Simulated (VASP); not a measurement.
# AlCd (R-3m) in VASP: notebook

The runs below take AlCd through single point, with PBE0.

Everything below comes from runs of VASP 6.6.1. Logs are shortened: lines on timing, memory, paths and dates and some standing lists are left out, and cuts for length are marked.

## 1. The cell of the first run

Symmetry: R-3m, No. 166, trigonal system. Conventional cell: a = 3.789 Å, b = 3.789 Å, c = 9.433 Å, α = 90.00°, β = 90.00°, γ = 120.00°. Al (site symmetry -3m) has 6 Cd at 2.69 Å within 3.6 Å. Cd (site symmetry -3m) has 6 Al at 2.69 Å within 3.6 Å.

## 2. Single point, PBE0

The input, POSCAR:

```
AlCd
1.0
    1.8946941800      1.0939021900      3.1443819500
   -1.8946941800      1.0939021900      3.1443819500
    0.0000000000     -2.1878043900      3.1443819500
Al Cd
1 1
Direct
    0.5000000000      0.5000000000      0.5000000000
    0.0000000000      0.0000000000      0.0000000000
```

The input, INCAR.step1:

```
PREC = Accurate ; ENCUT = 520
EDIFF = 1E-5 ; ISMEAR = 0
SIGMA = 0.05 ; LREAL = False
LASPH = True ; NELM = 100
ALGO = Normal ; ISIF = 2
LWAVE = True ; NBANDS = 14
GGA = PE
```

The input, INCAR.step2:

```
PREC = Accurate ; ENCUT = 520
EDIFF = 1E-6 ; ISMEAR = 0
SIGMA = 0.05 ; LREAL = False
LASPH = True ; NELM = 100
ALGO = Normal ; ISIF = 2
LWAVE = False ; LCHARG = True
GGA = PE ; LHFCALC = True
AEXX = 0.25 ; PRECFOCK = Normal
LELF = True ; LVHAR = True
NBANDS = 14 ; ISTART = 1
```

The input, KPOINTS:

```
Automatic mesh
0
Gamma
  5 5 5
```

Potentials or basis: VASP PAW PBE potentials, release 64 (Al, Cd).

Started as:

```bash
cat potpaw_PBE.64/Al/POTCAR potpaw_PBE.64/Cd/POTCAR > POTCAR
cp INCAR.step1 INCAR
mpirun -np 1 vasp_std > vasp.out
cp INCAR.step2 INCAR
mpirun -np 1 vasp_std > vasp.out
```

OUTCAR:

```text
PREC = Accurate
   ENCUT = 520
   EDIFF = 1E-6
   ISMEAR = 0
   LREAL = False
   LASPH = True
   NELM = 100
   ISIF = 2
   GGA = PE
   LHFCALC = True
   AEXX = 0.25
   PRECFOCK = Normal
   ISTART = 1

 ion  position               nearest neighbor table
   1  0.500  0.500  0.500-   2 2.69   2 2.69   2 2.69   2 2.69   2 2.69   2 2.69
   2  0.000  0.000  0.000-   1 2.69   1 2.69   1 2.69   1 2.69   1 2.69   1 2.69

  LATTYP: Found a trigonal (rhomboedric) cell.
 ALAT       =     3.8306169065
 COS(alpha) =     0.5107049799

  Lattice vectors:

 A1 = (   1.8946941800,   1.0939021900,   3.1443819500)
 A2 = (  -1.8946941800,   1.0939021900,   3.1443819500)
 A3 = (   0.0000000000,  -2.1878043900,   3.1443819500)

Analysis of symmetry for initial positions (statically):
=====================================================================
 Subroutine PRICEL returns:
 Original cell was already a primitive cell.

 Routine SETGRP: Setting up the symmetry group for a
 trigonal (rhombohedral) supercell.

 Subroutine GETGRP returns: Found 12 space group operations
 (whereof 12 operations were pure point group operations)
 out of a pool of 12 trial point group operations.

The static configuration has the point symmetry D_3d.

Analysis of symmetry for dynamics (positions and initial velocities):
=====================================================================
 Subroutine PRICEL returns:
 Original cell was already a primitive cell.

 Routine SETGRP: Setting up the symmetry group for a
 trigonal (rhombohedral) supercell.

 Subroutine GETGRP returns: Found 12 space group operations
 (whereof 12 operations were pure point group operations)
 out of a pool of 12 trial point group operations.

The dynamic configuration has the point symmetry D_3d.

 Subroutine INISYM returns: Found 12 space group operations
 (whereof 12 operations are pure point group operations),
 and found     1 'primitive' translations

----------------------------------------------------------------------------------------

                                     Primitive cell

  volume of cell :      39.1025

  direct lattice vectors                    reciprocal lattice vectors
     1.894694180  1.093902190  3.144381950     0.263894831  0.152359752  0.106009174
    -1.894694180  1.093902190  3.144381950    -0.263894831  0.152359752  0.106009174
     0.000000000 -2.187804390  3.144381950     0.000000000 -0.304719504  0.106009174

  length of vectors
     3.830616907  3.830616907  3.830616908     0.322632795  0.322632795  0.322632796

  position of ions in fractional coordinates (direct lattice)
     0.500000000  0.500000000  0.500000000
     0.000000000  0.000000000  0.000000000

  ion indices of the primitive-cell ions
   primitive index   ion index
                 1           1
                 2           2

----------------------------------------------------------------------------------------

 KPOINTS: Automatic mesh

Automatic generation of k-mesh.
 Grid dimensions read from file:
 generate k-points for:    5    5    5

 Generating k-lattice:

  Cartesian coordinates                     Fractional coordinates (reciprocal lattice)
     0.052778966  0.030471950  0.021201835     0.200000000  0.000000000  0.000000000
    -0.052778966  0.030471950  0.021201835     0.000000000  0.200000000  0.000000000
     0.000000000 -0.060943901  0.021201835     0.000000000  0.000000000  0.200000000

  Length of vectors
     0.064526559  0.064526559  0.064526559

  Shift w.r.t. Gamma in fractional coordinates (k-lattice)
     0.000000000  0.000000000  0.000000000

 Subroutine IBZKPT returns following result:
 ===========================================

 Found     19 irreducible k-points:

 Following reciprocal coordinates:
            Coordinates               Weight
  0.000000  0.000000  0.000000      1.000000
  0.200000 -0.000000  0.000000      6.000000
  0.400000 -0.000000  0.000000      6.000000
  0.200000  0.200000  0.000000      6.000000
  0.400000  0.200000  0.000000     12.000000
 -0.400000  0.200000  0.000000     12.000000
[... 11 lines left out ...]
  0.400000  0.400000  0.400000      2.000000
 -0.400000  0.400000  0.400000      6.000000
   k-points           NKPTS =     19   k-points in BZ     NKDIM =    125   number of bands    NBANDS=     14
   number of dos      NEDOS =    301   number of ions     NIONS =      2
   total plane-waves  NPLWV =  21952
   dimension x,y,z NGX =    28 NGY =   28 NGZ =   28
   dimension x,y,z NGXF=    56 NGYF=   56 NGZF=   56
   ions per type =               1   1
   NGX,Y,Z   is equivalent  to a cutoff of  12.15, 12.15, 12.15 a.u.
   NGXF,Y,Z  is equivalent  to a cutoff of  24.30, 24.30, 24.30 a.u.
 SYSTEM =  unknown system
   PREC   = accura    normal or accurate (medium, high low for compatibility)
   ISTART =      1    job   : 0-new  1-cont  2-samecut
   ICHARG =      0    charge: 1-file 2-atom 10-const
   ISPIN  =      1    spin polarized calculation?
   LNONCOLLINEAR =      F non collinear calculations
   LSORBIT =      F    spin-orbit coupling
   LASPH  =      T    aspherical Exc in radial PAW
   ENCUT  =  520.0 eV  38.22 Ry    6.18 a.u.   7.12  7.12  7.12*2*pi/ulx,y,z
   NELM   =    100;   NELMIN=  2; NELMDL=  0     # of ELM steps
   EDIFF  = 0.1E-05   stopping-criterion for ELM
   LREAL  =      F    real-space projection
   EDIFFG = 0.1E-04   stopping-criterion for IOM
   NSW    =      0    number of steps for IOM
   IBRION =     -1    ionic relax: 0-MD 1-quasi-New 2-CG
   NFREE  =      0    steps in history (QN), initial steepest desc. (CG)
   ISIF   =      2    stress and relaxation
   ISYM   =      3    0-nonsym 1-usesym 2-fastsym
   POTIM  = 0.5000    time-step for ionic-motion
   TEBEG  =    0.0;   TEEND  =   0.0 temperature during run
   PSTRESS=    0.0 pullay stress
   NELECT =      15.0000    total number of electrons
   NUPDOWN=      -1.0000    fix difference up-down
   EMIN   =  10.00;   EMAX   =-10.00  energy-range for DOS
   EFERMI =   0.00;   METHOD = LEGACY
   ISMEAR =     0;   SIGMA  =   0.05  broadening in eV -4-tet -1-fermi 0-gaus
   EFERMI_NEDOS =   21; number of points for ismear=-14 and -15
   IALGO  =     38    algorithm
   IMIX   =      1    mixing-type and parameters
     AMIX     =   0.40;   BMIX     =  1.00
     AMIX_MAG =   1.60;   BMIX_MAG =  1.00
  volume/ion in A,a.u.               =      19.55       131.94
  Fermi-wavevector in a.u.,A,eV,Ry     =   1.189517  2.247861 19.251562  1.414950
  Thomas-Fermi vector in A             =   2.325622
   LORBIT       =      0    0 simple, 1 ext, 2 COOP (PROOUT), +10 PAW based schemes
   GGA     = PE    functional components
   LHFCALC =     T    Hartree Fock is set to
   PRECFOCK=normal    Normal, Fast or Accurate (Low or Medium for compatibility)
   ENCUT4O =  -1.0   cutoff for four orbital integrals eV
   NKREDX  =     1    reduce k-point grid by
   NKREDY  =     1    reduce k-point grid by
   NKREDZ  =     1    reduce k-point grid by
   AEXX    =    0.2500 exact exchange contribution
   HFSCREEN=    0.0000 screening length (either q_TF or 0.3 A-1)
   HFSCREENC=   0.0000 screening length for correlation (either q_TF or 0.3 A-1)
   ENCUTFOCK=  -1.0 apply spherical cutoff to Coloumb kernel
   IVDW    =     0    specifies the selected vdW correction
   LEPSILON=     F    determine dielectric tensor
   LRPA    =     F    only Hartree local field effects (RPA)
 non-spin polarized calculation
 Gauss-broadening in eV      SIGMA  =   0.05
  energy-cutoff  :      520.00
  volume of cell :       39.10
 maximum number of plane-waves:      1061
  NGX = 24; NGY = 24; NGZ = 24

 number of electron      15.0000008 magnetization

 Free energy of the ion-electron system (eV)
  ---------------------------------------------------
  ext. energy  EPLUGINS =         0.00000000
  ---------------------------------------------------
  free energy    TOTEN  =        -4.32806195 eV

  energy without entropy =       -4.32745729  energy(sigma->0) =       -4.32775962

 E-fermi :   4.6263     XC(G=0):  -8.2880

 val. band max:        4.5650913497   @ k =  -0.4000   0.2000   0.0000
 cond. band min:       5.1915407655   @ k =   0.4000   0.2000   0.2000
 fundamental gap:      0.6264494157
 Fermi energy:         4.6263149317

 k-point     1 :       0.0000    0.0000    0.0000
  band No.  band energies     occupation
      1      -6.7851      2.00000
      2      -6.4983      2.00000
      3      -6.4983      2.00000
      4      -6.4880      2.00000
      5      -6.4700      2.00000
      6      -6.4700      2.00000
      7       9.2077      0.00000
      8       9.5388      0.00000
      9       9.5388      0.00000
     10      13.5359      0.00000
     11      13.8490      0.00000
     12      13.8490      0.00000
     13      14.7153      0.00000
     14      15.1340      0.00000

 k-point     2 :       0.2000   -0.0000    0.0000
  band No.  band energies     occupation
      1      -6.5563      2.00000
      2      -6.5532      2.00000
      3      -6.5443      2.00000
      4      -6.3993      2.00000
      5      -6.3885      2.00000
      6      -5.9870      2.00000
      7       5.7395      0.00000
      8       9.1302      0.00000
      9       9.3797      0.00000
     10      12.2664      0.00000
     11      13.3808      0.00000
     12      13.4790      0.00000
     13      15.1525      0.00000
     14      15.4230      0.00000
[... 258 lines left out ...]
      1      -6.6329      2.00000
      2      -6.6329      2.00000
      3      -6.6283      2.00000
      4      -6.2524      2.00000
      5      -6.2524      2.00000
      6      -3.8173      2.00000
      7       0.0157      2.00000
      8       9.7810      0.00000
      9       9.7810      0.00000
     10      11.1333      0.00000
     11      11.1333      0.00000
     12      11.5247      0.00000
     13      14.8148      0.00000
     14      17.9551      0.00000

 k-point    19 :      -0.4000    0.4000    0.4000
  band No.  band energies     occupation
      1      -6.7775      2.00000
      2      -6.5732      2.00000
      3      -6.5321      2.00000
      4      -6.3472      2.00000
      5      -6.2335      2.00000
      6      -2.0327      2.00000
      7      -0.6600      2.00000
      8       5.2256      0.00000
      9       7.9001      0.00000
     10       9.8669      0.00000
     11      13.5385      0.00000
     12      14.6174      0.00000
     13      16.7002      0.00000
     14      17.6097      0.00000

------------------------ aborting loop because EDIFF is reached ----------------------------------------

  FORCE on cell =-STRESS in cart. coord.  units (eV):
  Direction    XX          YY          ZZ          XY          YZ          ZX
  --------------------------------------------------------------------------------------
  -------------------------------------------------------------------------------------
  Total        2.4653793      2.4653793      3.2433525      0.0000000     -0.0000000     -0.0000000
  in kB      101.0159998    101.0159995    132.8925318      0.0000000     -0.0000001     -0.0000000
  external PRESSURE =     111.6415103 kB  Pullay stress =       0.0000000 kB

 VOLUME and BASIS-vectors are now :
 -----------------------------------------------------------------------------
  energy-cutoff  :      520.00
  volume of cell :       39.10
      direct lattice vectors                 reciprocal lattice vectors
     1.894694180  1.093902190  3.144381950     0.263894831  0.152359752  0.106009174
    -1.894694180  1.093902190  3.144381950    -0.263894831  0.152359752  0.106009174
     0.000000000 -2.187804390  3.144381950     0.000000000 -0.304719504  0.106009174

 POSITION                                       TOTAL-FORCE (eV/Angst)
 -----------------------------------------------------------------------------------
      0.00000     -0.00000      4.71657        -0.000000      0.000000     -0.000000
      0.00000      0.00000      0.00000         0.000000     -0.000000      0.000000
 -----------------------------------------------------------------------------------
    total drift:                                0.000000      0.000000      0.000000

  FREE ENERGIE OF THE ION-ELECTRON SYSTEM (eV)
  ---------------------------------------------------
  free  energy   TOTEN  =        -4.3280619544 eV

  energy  without entropy=       -4.3274572889  energy(sigma->0) =       -4.32775962
```

Run time: 25 min. Hardware: 1 thread of Intel Xeon Platinum 8259CL at 2.50GHz (Skylake/Cascade Lake), shared host; peak memory 0.18 GiB.

What came out:

| Item | Value |
| --- | --- |
| Free energy | -4.3281 eV |
| Pressure | 11.2 GPa |
| Band gap on the k mesh | zero (an odd number of electrons rules out a gap without spin polarisation) |

Stress tensor (GPa, compression positive):
```
10.10  0.00  0.00
 0.00 10.10  0.00
 0.00  0.00 13.29
```

Caveat: the k points lie up to 0.41 Å⁻¹ apart, too coarse for converged energies and pressures of a metal; the PAW data sets were made with another functional, which shifts forces and pressure a little.

## 3. Single point, PBE0

POSCAR is that of step 2.

The input, INCAR.step1:

```
SYSTEM = AlCd
  ALGO = Normal
  EDIFF = 1E-5
  ENCUT = 520
  GGA = PE
  ISIF = 2
  ISMEAR = 0
  LASPH = .True.
  LCHARG = .False.
  LREAL = .False.
  LWAVE = .True.
  NBANDS = 14
  NELM = 60
  PREC = Accurate
  SIGMA = 0.05
```

The input, INCAR.step2:

```
SYSTEM = AlCd
  AEXX = 0.25
  ALGO = Normal
  EDIFF = 1E-6
  ENCUT = 520
  GGA = PE
  ISIF = 2
  ISMEAR = 0
  ISTART = 1
  LASPH = .True.
  LCHARG = .False.
  LHFCALC = .True.
  LREAL = .False.
  LWAVE = .False.
  NBANDS = 14
  NELM = 60
  PREC = Accurate
  PRECFOCK = Normal
  SIGMA = 0.05
```

The input, KPOINTS:

```
k-points
0
Gamma
  5 5 5
  0 0 0
```

Potentials or basis: VASP PAW PBE potentials, release 64 (Al, Cd).

Started as:

```bash
cat potpaw_PBE.64/Al/POTCAR potpaw_PBE.64/Cd/POTCAR > POTCAR
cp INCAR.step1 INCAR
mpirun -np 1 vasp_std > vasp.out
cp INCAR.step2 INCAR
mpirun -np 1 vasp_std > vasp.out
```

It took 24 min on 1 thread of Intel Xeon Platinum 8259CL at 2.50GHz (Skylake/Cascade Lake), shared host; peak memory 0.18 GiB.

It converged, with:

```yaml
Free_energy: -4.3281 eV
Pressure: 11.2 GPa
Band_gap_on_the_k_mesh: zero (an odd number of electrons rules out a gap without spin polarisation)
```

Stress tensor (GPa, compression positive):
```
10.10  0.00  0.00
 0.00 10.10  0.00
 0.00  0.00 13.29
```

Levels at points of the mesh, in eV from the Fermi level:
```tsv
k point	band 4	band 5	band 6	band 7	band 8	band 9	band 10	band 11
(0.00, 0.00, 0.00)	-11.11	-11.10	-11.10	4.58	4.91	4.91	8.91	9.22
```

Caveat: the k points lie up to 0.41 Å⁻¹ apart, too coarse for converged energies and pressures of a metal; the PAW data sets were made with another functional, which shifts forces and pressure a little.

The gap in the log of VASP goes by the Fermi energy; the results here count the filled bands.